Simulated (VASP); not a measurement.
MgS (Niningerite): single point with r2SCAN

MgS (Niningerite):

```
CELL_PARAMETERS angstrom
0.00000 2.63671 2.63671
2.63671 0.00000 2.63671
2.63671 2.63671 0.00000
ATOMIC_POSITIONS crystal
Mg 0.00000 0.00000 0.00000
S 0.50000 0.50000 0.50000
```

| Item | Value |
| --- | --- |
| Program | VASP 6.6.1 |
| Task | single point |
| Functional | r2SCAN |
| Potentials or basis | VASP PAW PBE potentials, release 64 (Mg, S) |
| Cutoff | 520 eV |
| k mesh | 10 × 10 × 10 |
| Occupations | fermi-dirac, width 0.02 eV |
| Spin | no spin polarisation |

```json
{
  "Pressure": "-3.4 GPa",
  "Band gap on the k mesh": "3.35 eV, indirect (least direct gap 4.28 eV)"
}
```

Levels at points of the mesh, in eV from the valence-band top:
```csv
k point,band 1,band 2,band 3,band 4,band 5,band 6,band 7,band 8,band 9
"(0.00, 0.00, 0.00)",-12.95,0.00,0.00,0.00,4.28,8.55,8.55,8.55,10.89
"(0.50, 0.00, 0.00)",-11.72,-4.66,-0.57,-0.57,5.15,7.45,7.45,10.77,12.99
"(0.50, 0.50, 0.00)",-11.37,-4.06,-1.64,-1.64,3.35,5.04,12.73,13.36,14.11
```

Run time: 42 s on 1 thread of Intel(R) Xeon(R) Platinum 8559C (Emerald Rapids), on a shared host, peak memory 0.17 GiB.

Caveat: the PAW data sets were made with another functional, which shifts forces and pressure a little. r2SCAN opens gaps a little over a GGA but as a rule still falls short of measured ones.
